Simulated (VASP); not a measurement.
# CoO (R-3m) in VASP: notebook

Aim: see how the results for CoO move with the level of theory and the settings. Levels: PBE0, r2SCAN. Tasks: single point.

Program: VASP 6.6.1. These are calculated values, not measurements. Logs are shortened: lines on timing, memory, paths and dates and some standing lists are left out, and cuts for length are marked.

**1. The cell of the first run**

The structure is trigonal, space group R-3m (No. 166). Conventional cell: a = 3.070 Å, b = 3.070 Å, c = 7.463 Å, α = 90.00°, β = 90.00°, γ = 120.00°. Co (site symmetry -3m) has 6 O at 2.17 Å within 2.9 Å. O (site symmetry -3m) has 6 Co at 2.17 Å within 2.9 Å.

**2. Single point, PBE0, collinear spin, ferromagnetic start**

POSCAR reads:

```
CoO
1.0
    1.5349960513      0.8862303835      2.4877807593
   -1.5349960513      0.8862303835      2.4877807593
    0.0000000000     -1.7724607669      2.4877807593
Co O
1 1
Direct
    0.0000000000      0.0000000000      0.0000000000
    0.5000000000      0.5000000000      0.5000000000
```

INCAR.step1 reads:

```
SYSTEM = CoO
PREC = Accurate
ENCUT = 520
EDIFF = 1E-5
ISMEAR = -1
SIGMA = 0.05
LREAL = .False.
LASPH = .True.
NELM = 150
ALGO = Normal
ISIF = 2
LWAVE = .True.
LCHARG = .False.
ISPIN = 2
MAGMOM = 2 0
LORBIT = 11
LMAXMIX = 4
GGA = PE
NBANDS = 18
KPAR = 2
```

INCAR.step2 reads:

```
SYSTEM = CoO
PREC = Accurate
ENCUT = 520
EDIFF = 1E-6
ISMEAR = -1
SIGMA = 0.05
LREAL = .False.
LASPH = .True.
NELM = 150
ALGO = Normal
ISIF = 2
LWAVE = .False.
LCHARG = .False.
ISPIN = 2
MAGMOM = 2 0
LORBIT = 11
LMAXMIX = 4
GGA = PE
LHFCALC = .True.
AEXX = 0.25
PRECFOCK = Normal
ISTART = 1
NBANDS = 18
KPAR = 2
```

KPOINTS reads:

```
Automatic mesh
0
Gamma
  6 6 6
  0 0 0
```

Potentials or basis: VASP PAW PBE potentials, release 64 (Co, O).

Run with:

```sh
$ cat potpaw_PBE.64/Co/POTCAR potpaw_PBE.64/O/POTCAR > POTCAR
$ cp INCAR.step1 INCAR
$ mpirun -np 2 vasp_std > vasp.out
$ cp INCAR.step2 INCAR
$ mpirun -np 2 vasp_std > vasp.out
```

OUTCAR:

```text
SYSTEM = CoO
   PREC = Accurate
   ENCUT = 520
   EDIFF = 1E-6
   ISMEAR = -1
   LREAL = .False.
   LASPH = .True.
   NELM = 150
   ISIF = 2
   ISPIN = 2
   LORBIT = 11
   GGA = PE
   LHFCALC = .True.
   AEXX = 0.25
   PRECFOCK = Normal
   ISTART = 1

 ion  position               nearest neighbor table
   1  0.000  0.000  0.000-   2 2.17   2 2.17   2 2.17   2 2.17   2 2.17   2 2.17
   2  0.500  0.500  0.500-   1 2.17   1 2.17   1 2.17   1 2.17   1 2.17   1 2.17

  LATTYP: Found a trigonal (rhomboedric) cell.
 ALAT       =     3.0546145872
 COS(alpha) =     0.4949531368

  Lattice vectors:

 A1 = (   1.5349960513,   0.8862303835,   2.4877807593)
 A2 = (  -1.5349960513,   0.8862303835,   2.4877807593)
 A3 = (   0.0000000000,  -1.7724607669,   2.4877807593)

Analysis of symmetry for initial positions (statically):
=====================================================================
 Subroutine PRICEL returns:
 Original cell was already a primitive cell.

 Routine SETGRP: Setting up the symmetry group for a
 trigonal (rhombohedral) supercell.

 Subroutine GETGRP returns: Found 12 space group operations
 (whereof 12 operations were pure point group operations)
 out of a pool of 12 trial point group operations.

The static configuration has the point symmetry D_3d.

Analysis of symmetry for dynamics (positions and initial velocities):
=====================================================================
 Subroutine PRICEL returns:
 Original cell was already a primitive cell.

 Routine SETGRP: Setting up the symmetry group for a
 trigonal (rhombohedral) supercell.

 Subroutine GETGRP returns: Found 12 space group operations
 (whereof 12 operations were pure point group operations)
 out of a pool of 12 trial point group operations.

The dynamic configuration has the point symmetry D_3d.

Analysis of structural, dynamic, and magnetic symmetry:
=====================================================================
 Subroutine PRICEL returns:
 Original cell was already a primitive cell.

 Routine SETGRP: Setting up the symmetry group for a
 trigonal (rhombohedral) supercell.

 Subroutine GETGRP returns: Found 12 space group operations
 (whereof 12 operations were pure point group operations)
 out of a pool of 12 trial point group operations.

The overall configuration has the point symmetry D_3d.

 Subroutine INISYM returns: Found 12 space group operations
 (whereof 12 operations are pure point group operations),
 and found     1 'primitive' translations

----------------------------------------------------------------------------------------

                                     Primitive cell

  volume of cell :      20.3057

  direct lattice vectors                    reciprocal lattice vectors
     1.534996051  0.886230384  2.487780759     0.325733737  0.188062461  0.133988227
    -1.534996051  0.886230384  2.487780759    -0.325733737  0.188062461  0.133988227
     0.000000000 -1.772460767  2.487780759     0.000000000 -0.376124921  0.133988227

  length of vectors
     3.054614587  3.054614587  3.054614587     0.399277850  0.399277850  0.399277850

  position of ions in fractional coordinates (direct lattice)
     0.000000000  0.000000000  0.000000000
     0.500000000  0.500000000  0.500000000

  ion indices of the primitive-cell ions
   primitive index   ion index
                 1           1
                 2           2

----------------------------------------------------------------------------------------

 KPOINTS: Automatic mesh

Automatic generation of k-mesh.
 Grid dimensions read from file:
 generate k-points for:    6    6    6

 Generating k-lattice:

  Cartesian coordinates                     Fractional coordinates (reciprocal lattice)
     0.054288956  0.031343743  0.022331371     0.166666667 -0.000000000 -0.000000000
    -0.054288956  0.031343743  0.022331371    -0.000000000  0.166666667 -0.000000000
     0.000000000 -0.062687487  0.022331371    -0.000000000 -0.000000000  0.166666667

  Length of vectors
     0.066546308  0.066546308  0.066546308

  Shift w.r.t. Gamma in fractional coordinates (k-lattice)
     0.000000000  0.000000000  0.000000000

 Subroutine IBZKPT returns following result:
 ===========================================

 Found     32 irreducible k-points:

 Following reciprocal coordinates:
            Coordinates               Weight
  0.000000  0.000000  0.000000      1.000000
  0.166667  0.000000  0.000000      6.000000
  0.333333  0.000000  0.000000      6.000000
  0.500000  0.000000  0.000000      3.000000
  0.166667  0.166667  0.000000      6.000000
  0.333333  0.166667  0.000000     12.000000
[... 16 lines left out ...]
  0.500000  0.500000  0.166667      6.000000
 -0.333333  0.500000  0.166667     12.000000
 [... further k-points ...]
   k-points           NKPTS =     32   k-points in BZ     NKDIM =    216   number of bands    NBANDS=     18
   number of dos      NEDOS =    301   number of ions     NIONS =      2
   total plane-waves  NPLWV =  13824
   dimension x,y,z NGX =    24 NGY =   24 NGZ =   24
   dimension x,y,z NGXF=    48 NGYF=   48 NGZF=   48
   ions per type =               1   1
   NGX,Y,Z   is equivalent  to a cutoff of  13.06, 13.06, 13.06 a.u.
   NGXF,Y,Z  is equivalent  to a cutoff of  26.12, 26.12, 26.12 a.u.
 SYSTEM =  CoO
   PREC   = accura    normal or accurate (medium, high low for compatibility)
   ISTART =      1    job   : 0-new  1-cont  2-samecut
   ICHARG =      0    charge: 1-file 2-atom 10-const
   ISPIN  =      2    spin polarized calculation?
   LNONCOLLINEAR =      F non collinear calculations
   LSORBIT =      F    spin-orbit coupling
   LASPH  =      T    aspherical Exc in radial PAW
   ENCUT  =  520.0 eV  38.22 Ry    6.18 a.u.   5.68  5.68  5.68*2*pi/ulx,y,z
   NELM   =    150;   NELMIN=  2; NELMDL=  0     # of ELM steps
   EDIFF  = 0.1E-05   stopping-criterion for ELM
   LREAL  =      F    real-space projection
   EDIFFG = 0.1E-04   stopping-criterion for IOM
   NSW    =      0    number of steps for IOM
   IBRION =     -1    ionic relax: 0-MD 1-quasi-New 2-CG
   NFREE  =      0    steps in history (QN), initial steepest desc. (CG)
   ISIF   =      2    stress and relaxation
   ISYM   =      3    0-nonsym 1-usesym 2-fastsym
   POTIM  = 0.5000    time-step for ionic-motion
   TEBEG  =    0.0;   TEEND  =   0.0 temperature during run
   PSTRESS=    0.0 pullay stress
   NELECT =      15.0000    total number of electrons
   NUPDOWN=      -1.0000    fix difference up-down
   EMIN   =  10.00;   EMAX   =-10.00  energy-range for DOS
   EFERMI =   0.00;   METHOD = LEGACY
   ISMEAR =    -1;   SIGMA  =   0.05  broadening in eV -4-tet -1-fermi 0-gaus
   EFERMI_NEDOS =   21; number of points for ismear=-14 and -15
   IALGO  =     38    algorithm
   IMIX   =      1    mixing-type and parameters
     AMIX     =   0.40;   BMIX     =  1.00
     AMIX_MAG =   1.60;   BMIX_MAG =  1.00
  volume/ion in A,a.u.               =      10.15        68.51
  Fermi-wavevector in a.u.,A,eV,Ry     =   1.479902  2.796608 29.798238  2.190109
  Thomas-Fermi vector in A             =   2.594002
   LORBIT       =     11    0 simple, 1 ext, 2 COOP (PROOUT), +10 PAW based schemes
   GGA     = PE    functional components
   LHFCALC =     T    Hartree Fock is set to
   PRECFOCK=normal    Normal, Fast or Accurate (Low or Medium for compatibility)
   ENCUT4O =  -1.0   cutoff for four orbital integrals eV
   NKREDX  =     1    reduce k-point grid by
   NKREDY  =     1    reduce k-point grid by
   NKREDZ  =     1    reduce k-point grid by
   AEXX    =    0.2500 exact exchange contribution
   HFSCREEN=    0.0000 screening length (either q_TF or 0.3 A-1)
   HFSCREENC=   0.0000 screening length for correlation (either q_TF or 0.3 A-1)
   ENCUTFOCK=  -1.0 apply spherical cutoff to Coloumb kernel
   IVDW    =     0    specifies the selected vdW correction
   LEPSILON=     F    determine dielectric tensor
   LRPA    =     F    only Hartree local field effects (RPA)
 spin polarized calculation
  energy-cutoff  :      520.00
  volume of cell :       20.31
 maximum number of plane-waves:       560
 NGX is ok and might be reduce to    24
  NGX = 18; NGY = 18; NGZ = 18

 number of electron      15.0000000 magnetization       3.0000018

 Free energy of the ion-electron system (eV)
  ---------------------------------------------------
  ext. energy  EPLUGINS =         0.00000000
  ---------------------------------------------------
  free energy    TOTEN  =       -19.72305702 eV

  energy without entropy =      -19.72304403  energy(sigma->0) =      -19.72305053

 E-fermi :   7.1948     XC(G=0):  -9.5016

 val. band max:        6.7834110862   @ k =  -0.3333   0.1667   0.1667
 cond. band min:       7.6359993391   @ k =  -0.3333   0.5000   0.3333
 fundamental gap:      0.8525882529
 Fermi energy:         7.1947754462

 spin component 1

 k-point     1 :       0.0000    0.0000    0.0000
  band No.  band energies     occupation
      1     -15.5345      1.00000
      2       0.6524      1.00000
      3       0.6525      1.00000
      4       0.8708      1.00000
      5       0.8708      1.00000
      6       1.6298      1.00000
[... 10 lines left out ...]
     17      29.7201      0.00000
     18      32.9022      0.00000
[... 466 lines left out ...]
      2      -0.8119      1.00000
      3      -0.6467      1.00000
      4      -0.2323      1.00000
      5       1.3141      1.00000
      6       1.7662      1.00000
[... 10 lines left out ...]
     17      38.5752      0.00000
     18      39.5361      0.00000

 [... further k-points ...]

 spin component 2

 k-point     1 :       0.0000    0.0000    0.0000
  band No.  band energies     occupation
      1     -14.9275      1.00000
      2       3.3904      1.00000
      3       3.7135      1.00000
      4       3.7205      1.00000
      5       3.7205      1.00000
      6       5.5519      1.00000
[... 10 lines left out ...]
     17      30.6116      0.00000
     18      34.2829      0.00000
[... 466 lines left out ...]
      2      -0.0586      1.00000
      3       1.0377      1.00000
      4       1.4776      1.00000
      5       4.1579      1.00000
      6       6.3249      1.00000
[... 10 lines left out ...]
     17      39.4795      0.00000
     18      39.6459      0.00000

 [... further k-points ...]

------------------------ aborting loop because EDIFF is reached ----------------------------------------

  FORCE on cell =-STRESS in cart. coord.  units (eV):
  Direction    XX          YY          ZZ          XY          YZ          ZX
  --------------------------------------------------------------------------------------
  -------------------------------------------------------------------------------------
  Total       -1.6074810     -1.6074810     -2.0645794      0.0000000     -0.0000000      0.0000000
  in kB     -126.8350217   -126.8350217   -162.9014397      0.0000000     -0.0000000      0.0000000
  external PRESSURE =    -138.8571610 kB  Pullay stress =       0.0000000 kB

 VOLUME and BASIS-vectors are now :
 -----------------------------------------------------------------------------
  energy-cutoff  :      520.00
  volume of cell :       20.31
      direct lattice vectors                 reciprocal lattice vectors
     1.534996051  0.886230384  2.487780759     0.325733737  0.188062461  0.133988227
    -1.534996051  0.886230384  2.487780759    -0.325733737  0.188062461  0.133988227
     0.000000000 -1.772460767  2.487780759     0.000000000 -0.376124921  0.133988227

 POSITION                                       TOTAL-FORCE (eV/Angst)
 -----------------------------------------------------------------------------------
      0.00000      0.00000      0.00000        -0.000000     -0.000000     -0.000000
      0.00000      0.00000      3.73167         0.000000      0.000000      0.000000
 -----------------------------------------------------------------------------------
    total drift:                               -0.000000      0.000000     -0.000000

  FREE ENERGIE OF THE ION-ELECTRON SYSTEM (eV)
  ---------------------------------------------------
  free  energy   TOTEN  =       -19.7230570203 eV

  energy  without entropy=      -19.7230440331  energy(sigma->0) =      -19.72305053

 total charge

# of ion       s       p       d       tot
------------------------------------------
    1        0.271   0.333   7.062   7.666
    2        1.553   3.460   0.000   5.013
--------------------------------------------------
tot          1.825   3.793   7.062  12.679

 magnetization (x)

# of ion       s       p       d       tot
------------------------------------------
    1        0.012   0.008   2.698   2.718
    2        0.025   0.234   0.000   0.258
--------------------------------------------------
tot          0.037   0.242   2.698   2.977
```

Wall time 72 min (2 MPI ranks of Intel Xeon Platinum 8488C (Sapphire Rapids), shared host); peak memory 0.17 GiB.

What came out:

| Property | Result |
| --- | --- |
| Free energy | -19.7231 eV |
| Pressure | -13.9 GPa |
| Band gap on the k mesh | zero (filled and empty bands overlap) |
| Net moment | 3.00 μB per cell |
| Site moments | Co +2.72; O +0.26 μB |
| Valence electrons inside the program's atomic spheres | Co 7.67; O 5.01 |

Levels at points of the mesh, in eV from the Fermi level:
Spin up:
| k point | band 6 | band 7 | band 8 | band 9 | band 10 | band 11 | band 12 | band 13 |
| --- | --- | --- | --- | --- | --- | --- | --- | --- |
| (0.00, 0.00, 0.00) | -5.56 | -4.35 | -4.35 | -4.26 | 1.66 | 17.81 | 18.78 | 18.78 |
| (0.50, 0.00, 0.00) | -5.21 | -4.67 | -2.10 | -2.04 | 5.92 | 10.46 | 14.35 | 14.51 |
| (0.50, 0.50, 0.00) | -5.65 | -5.57 | -5.51 | -4.91 | 6.72 | 11.03 | 12.24 | 16.80 |
| (0.50, 0.50, 0.50) | -5.77 | -4.17 | -2.08 | -2.08 | 5.89 | 10.59 | 14.23 | 14.23 |
Spin down:
```
           k point  band 4  band 5  band 6  band 7  band 8  band 9
(0.00, 0.00, 0.00)   -3.47   -3.47   -1.64   -1.64    2.22    2.59
(0.50, 0.00, 0.00)   -5.30   -2.72   -0.70    1.17    5.12    5.23
(0.50, 0.50, 0.00)   -4.84   -3.96   -1.41    1.00    3.28    3.54
(0.50, 0.50, 0.50)   -5.56   -2.39    1.11    1.11    5.11    5.11
```

Caveat: the k points lie up to 0.42 Å⁻¹ apart, too coarse for converged energies and pressures of a metal; the PAW data sets were made with another functional, which shifts forces and pressure a little; a cell with one magnetic atom can't hold antiferromagnetic order, which such compounds often take.

(Part 1 of 2 ends here.)

The gap in the log of VASP goes by the Fermi energy; the results here count the filled bands.